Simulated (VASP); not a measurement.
# MgS (lda) (I-4m2) in VASP: notebook

Runs on MgS (lda). Level: LDA. Tasks: single point.

Everything below comes from runs of VASP 6.6.1. Logs are shortened: lines on timing, memory, paths and dates and some standing lists are left out, and cuts for length are marked.

## Step 1: The cell of the first run

It takes space group I-4m2 (No. 119, tetragonal). The conventional cell has a = 3.995 Å, b = 3.995 Å, c = 5.560 Å, α = 90.00°, β = 90.00°, γ = 90.00°. Within 3.2 Å of Mg (site symmetry -4m2) lie 4 S at 2.43 Å. S (site symmetry -4m2) has 4 Mg at 2.43 Å within 3.2 Å.

## Step 2: Single point, LDA (strained cell)

The input, INCAR:

```
SYSTEM = MgS
PREC = Accurate ; ENCUT = 600
EDIFF = 1E-6 ; ISMEAR = 0
SIGMA = 0.02 ; LREAL = .FALSE.
LASPH = .TRUE. ; NELM = 120
ALGO = Normal ; ISIF = 2
LWAVE = .FALSE. ; LCHARG = .FALSE.
NBANDS = 11 ; GGA_COMPAT = .FALSE.
```

The input, KPOINTS:

```
Automatic mesh
0
G
  6 6 6
  0 0 0
```

The input, POSCAR:

```
MgS
1.0
    0.0000000000      2.8248987398      2.7801478687
    2.8248987398      0.0000000000      2.7801478687
    2.8248987398      2.8248987398      0.0000000000
Mg S
1 1
Direct
    0.0000000000      0.0000000000      0.0000000000
    0.2500000000      0.2500000000      0.2500000000
```

Potentials or basis: VASP PAW LDA potentials, release 64 (Mg, S).

Launch:

```console
$ cat potpaw_LDA.64/Mg/POTCAR potpaw_LDA.64/S/POTCAR > POTCAR
$ mpirun -np 1 vasp_std > vasp.out
```

OUTCAR:

```text
SYSTEM = MgS
   PREC = Accurate
   ENCUT = 600
   EDIFF = 1E-6
   ISMEAR = 0
   LREAL = .FALSE.
   LASPH = .TRUE.
   NELM = 120
   ISIF = 2

 ion  position               nearest neighbor table
   1  0.000  0.000  0.000-   2 2.43   2 2.43   2 2.43   2 2.43
   2  0.250  0.250  0.250-   1 2.43   1 2.43   1 2.43   1 2.43

  LATTYP: Found a body centered tetragonal cell.
 ALAT       =     3.9950101102
 C/A-ratio  =     1.3918101792

  Lattice vectors:

 A1 = (   0.0000000000,  -2.8248987398,  -2.7801478687)
 A2 = (   0.0000000000,   2.8248987398,  -2.7801478687)
 A3 = (   2.8248987398,   0.0000000000,   2.7801478687)

Analysis of symmetry for initial positions (statically):
=====================================================================
 Subroutine PRICEL returns:
 Original cell was already a primitive cell.

 Routine SETGRP: Setting up the symmetry group for a
 body centered tetragonal supercell.

 Subroutine GETGRP returns: Found  8 space group operations
 (whereof  8 operations were pure point group operations)
 out of a pool of 16 trial point group operations.

The static configuration has the point symmetry D_2d.

Analysis of symmetry for dynamics (positions and initial velocities):
=====================================================================
 Subroutine PRICEL returns:
 Original cell was already a primitive cell.

 Routine SETGRP: Setting up the symmetry group for a
 body centered tetragonal supercell.

 Subroutine GETGRP returns: Found  8 space group operations
 (whereof  8 operations were pure point group operations)
 out of a pool of 16 trial point group operations.

The dynamic configuration has the point symmetry D_2d.

 Subroutine INISYM returns: Found  8 space group operations
 (whereof  8 operations are pure point group operations),
 and found     1 'primitive' translations

----------------------------------------------------------------------------------------

                                     Primitive cell

  volume of cell :      44.3715

  direct lattice vectors                    reciprocal lattice vectors
     0.000000000  2.824898740  2.780147869    -0.176997495  0.176997495  0.179846549
     2.824898740  0.000000000  2.780147869     0.176997495 -0.176997495  0.179846549
     2.824898740  2.824898740  0.000000000     0.176997495  0.176997495 -0.179846549

  length of vectors
     3.963492786  3.963492786  3.995010110     0.308222335  0.308222335  0.308222335

  position of ions in fractional coordinates (direct lattice)
     0.000000000  0.000000000  0.000000000
     0.250000000  0.250000000  0.250000000

  ion indices of the primitive-cell ions
   primitive index   ion index
                 1           1
                 2           2

----------------------------------------------------------------------------------------

 KPOINTS: Automatic mesh

Automatic generation of k-mesh.
 Grid dimensions read from file:
 generate k-points for:    6    6    6

 Generating k-lattice:

  Cartesian coordinates                     Fractional coordinates (reciprocal lattice)
    -0.029499582  0.029499582  0.029974425     0.166666667 -0.000000000  0.000000000
     0.029499582 -0.029499582  0.029974425    -0.000000000  0.166666667  0.000000000
     0.029499582  0.029499582 -0.029974425     0.000000000  0.000000000  0.166666667

  Length of vectors
     0.051370389  0.051370389  0.051370389

  Shift w.r.t. Gamma in fractional coordinates (k-lattice)
     0.000000000  0.000000000  0.000000000

 Subroutine IBZKPT returns following result:
 ===========================================

 Found     30 irreducible k-points:

 Following reciprocal coordinates:
            Coordinates               Weight
  0.000000  0.000000  0.000000      1.000000
  0.166667  0.000000  0.000000      8.000000
  0.333333  0.000000  0.000000      8.000000
  0.500000  0.000000  0.000000      4.000000
  0.166667  0.166667  0.000000      2.000000
  0.333333  0.166667  0.000000      8.000000
[... 16 lines left out ...]
  0.333333  0.000000  0.333333      4.000000
  0.500000  0.000000  0.333333     16.000000
 [... further k-points ...]
   k-points           NKPTS =     30   k-points in BZ     NKDIM =     30   number of bands    NBANDS=     11
   number of dos      NEDOS =    301   number of ions     NIONS =      2
   total plane-waves  NPLWV =  32768
   dimension x,y,z NGX =    32 NGY =   32 NGZ =   32
   dimension x,y,z NGXF=    64 NGYF=   64 NGZF=   64
   ions per type =               1   1
   NGX,Y,Z   is equivalent  to a cutoff of  13.42, 13.42, 13.32 a.u.
   NGXF,Y,Z  is equivalent  to a cutoff of  26.84, 26.84, 26.63 a.u.
 SYSTEM =  MgS
   PREC   = accura    normal or accurate (medium, high low for compatibility)
   ISTART =      0    job   : 0-new  1-cont  2-samecut
   ICHARG =      2    charge: 1-file 2-atom 10-const
   ISPIN  =      1    spin polarized calculation?
   LNONCOLLINEAR =      F non collinear calculations
   LSORBIT =      F    spin-orbit coupling
   LASPH  =      T    aspherical Exc in radial PAW
   ENCUT  =  600.0 eV  44.10 Ry    6.64 a.u.   7.92  7.92  7.98*2*pi/ulx,y,z
   NELM   =    120;   NELMIN=  2; NELMDL= -5     # of ELM steps
   EDIFF  = 0.1E-05   stopping-criterion for ELM
   LREAL  =      F    real-space projection
   EDIFFG = 0.1E-04   stopping-criterion for IOM
   NSW    =      0    number of steps for IOM
   IBRION =     -1    ionic relax: 0-MD 1-quasi-New 2-CG
   NFREE  =      0    steps in history (QN), initial steepest desc. (CG)
   ISIF   =      2    stress and relaxation
   ISYM   =      2    0-nonsym 1-usesym 2-fastsym
   POTIM  = 0.5000    time-step for ionic-motion
   TEBEG  =    0.0;   TEEND  =   0.0 temperature during run
   PSTRESS=    0.0 pullay stress
   NELECT =       8.0000    total number of electrons
   NUPDOWN=      -1.0000    fix difference up-down
   EMIN   =  10.00;   EMAX   =-10.00  energy-range for DOS
   EFERMI =   0.00;   METHOD = LEGACY
   ISMEAR =     0;   SIGMA  =   0.02  broadening in eV -4-tet -1-fermi 0-gaus
   EFERMI_NEDOS =   21; number of points for ismear=-14 and -15
   IALGO  =     38    algorithm
   IMIX   =      4    mixing-type and parameters
     AMIX     =   0.40;   BMIX     =  1.00
     AMIX_MAG =   1.60;   BMIX_MAG =  1.00
  volume/ion in A,a.u.               =      22.19       149.72
  Fermi-wavevector in a.u.,A,eV,Ry     =   0.924848  1.747709 11.637654  0.855343
  Thomas-Fermi vector in A             =   2.050638
   LORBIT       =      0    0 simple, 1 ext, 2 COOP (PROOUT), +10 PAW based schemes
   GGA     = CA    functional components
   LHFCALC =     F    Hartree Fock is set to
   AEXX    =    0.0000 exact exchange contribution
   IVDW    =     0    specifies the selected vdW correction
   LEPSILON=     F    determine dielectric tensor
   LRPA    =     F    only Hartree local field effects (RPA)
 non-spin polarized calculation
 Gauss-broadening in eV      SIGMA  =   0.02
  energy-cutoff  :      600.00
  volume of cell :       44.37
 maximum number of plane-waves:      1502
   NGX = 15   NGY = 15   NGZ = 15

 number of electron       7.9999999 magnetization

 Free energy of the ion-electron system (eV)
  ---------------------------------------------------
  ext. energy  EPLUGINS =         0.00000000
  ---------------------------------------------------
  free energy    TOTEN  =        -9.38999671 eV

  energy without entropy =       -9.38999671  energy(sigma->0) =       -9.38999671

 E-fermi :   1.1949     XC(G=0):  -8.8466

 val. band max:        1.0649011511   @ k =   0.0000   0.0000   0.0000
 cond. band min:       4.3426263594   @ k =   0.0000   0.0000   0.0000
 fundamental gap:      3.2777252083
 Fermi energy:         1.1948548263

 k-point     1 :       0.0000    0.0000    0.0000
  band No.  band energies     occupation
      1     -10.2757      2.00000
      2       1.0243      2.00000
      3       1.0243      2.00000
      4       1.0649      2.00000
      5       4.3426      0.00000
      6       8.8574      0.00000
      7       8.8574      0.00000
      8       8.8714      0.00000
      9      11.6893      0.00000
     10      11.9560      0.00000
     11      14.5763      0.00000

 k-point     2 :       0.1667    0.0000    0.0000
  band No.  band energies     occupation
      1     -10.1136      2.00000
      2      -0.0946      2.00000
      3       0.9227      2.00000
      4       0.9647      2.00000
      5       5.3743      0.00000
      6       8.6082      0.00000
      7       9.0957      0.00000
      8       9.1432      0.00000
      9      11.1141      0.00000
     10      11.2749      0.00000
     11      13.6415      0.00000

 k-point     3 :       0.3333    0.0000    0.0000
  band No.  band energies     occupation
      1      -9.7487      2.00000
      2      -1.6132      2.00000
      3       0.7395      2.00000
      4       0.8079      2.00000
      5       6.0254      0.00000
      6       8.7526      0.00000
      7       8.8892      0.00000
      8       9.1192      0.00000
      9      12.1479      0.00000
     10      12.1917      0.00000
     11      13.0038      0.00000

 k-point     4 :       0.5000    0.0000    0.0000
  band No.  band energies     occupation
      1      -9.5390      2.00000
      2      -2.2519      2.00000
      3       0.6562      2.00000
      4       0.7365      2.00000
      5       5.9833      0.00000
      6       8.4513      0.00000
      7       8.6124      0.00000
      8       9.5164      0.00000
      9      13.7655      0.00000
     10      14.1665      0.00000
     11      14.3216      0.00000
[... 239 lines left out ...]
 k-point    22 :      -0.3333    0.5000    0.1667
  band No.  band energies     occupation
      1      -9.2827      2.00000
      2      -1.5472      2.00000
      3      -0.6461      2.00000
      4      -0.3202      2.00000
      5       5.7732      0.00000
      6       7.6546      0.00000
      7      10.2810      0.00000
      8      10.4354      0.00000
      9      13.4425      0.00000
     10      14.8610      0.00000
     11      14.9987      0.00000

 k-point    23 :       0.3333    0.0000    0.3333
  band No.  band energies     occupation
      1      -9.5836      2.00000
      2      -1.4058      2.00000
      3       0.2042      2.00000
      4       0.2094      2.00000
      5       5.4674      0.00000
      6       6.9672      0.00000
      7      10.2027      0.00000
      8      11.3319      0.00000
      9      11.5491      0.00000
     10      13.7196      0.00000
     11      16.5616      0.00000

 k-point    24 :       0.5000    0.0000    0.3333
  band No.  band energies     occupation
      1      -9.3731      2.00000
      2      -1.7196      2.00000
      3      -0.4060      2.00000
      4       0.1397      2.00000
      5       5.4282      0.00000
      6       7.3241      0.00000
      7      10.3903      0.00000
      8      11.3906      0.00000
      9      12.7075      0.00000
     10      14.5908      0.00000
     11      15.5741      0.00000

 [... further k-points ...]
[... 5 lines left out ...]
  --------------------------------------------------------------------------------------
  -------------------------------------------------------------------------------------
  Total       -0.3485076     -0.3485076     -0.2630935      0.0000000      0.0000000      0.0000000
  in kB      -12.5840130    -12.5840130     -9.4998566      0.0000000      0.0000000      0.0000000
  external PRESSURE =     -11.5559609 kB  Pullay stress =       0.0000000 kB

 VOLUME and BASIS-vectors are now :
 -----------------------------------------------------------------------------
  energy-cutoff  :      600.00
  volume of cell :       44.37
      direct lattice vectors                 reciprocal lattice vectors
     0.000000000  2.824898740  2.780147869    -0.176997495  0.176997495  0.179846549
     2.824898740  0.000000000  2.780147869     0.176997495 -0.176997495  0.179846549
     2.824898740  2.824898740  0.000000000     0.176997495  0.176997495 -0.179846549

 POSITION                                       TOTAL-FORCE (eV/Angst)
 -----------------------------------------------------------------------------------
      0.00000      0.00000      0.00000        -0.000000     -0.000000      0.000000
      1.41245      1.41245      1.39007         0.000000      0.000000     -0.000000
 -----------------------------------------------------------------------------------
    total drift:                                0.000000      0.000000     -0.000000

  FREE ENERGIE OF THE ION-ELECTRON SYSTEM (eV)
  ---------------------------------------------------
  free  energy   TOTEN  =        -9.3899967088 eV

  energy  without entropy=       -9.3899967088  energy(sigma->0) =       -9.38999671
```

Wall time 14 s (1 thread of Intel Xeon 8259CL, shared host); peak memory 0.16 GiB.

Results:

```yaml
Free_energy: -9.3900 eV
Pressure: -1.2 GPa
Band_gap_on_the_k_mesh: 3.28 eV, direct
```

Caveat: the cell differs from its parent crystal (strained cell).

(Part 1 of 2 ends here.)
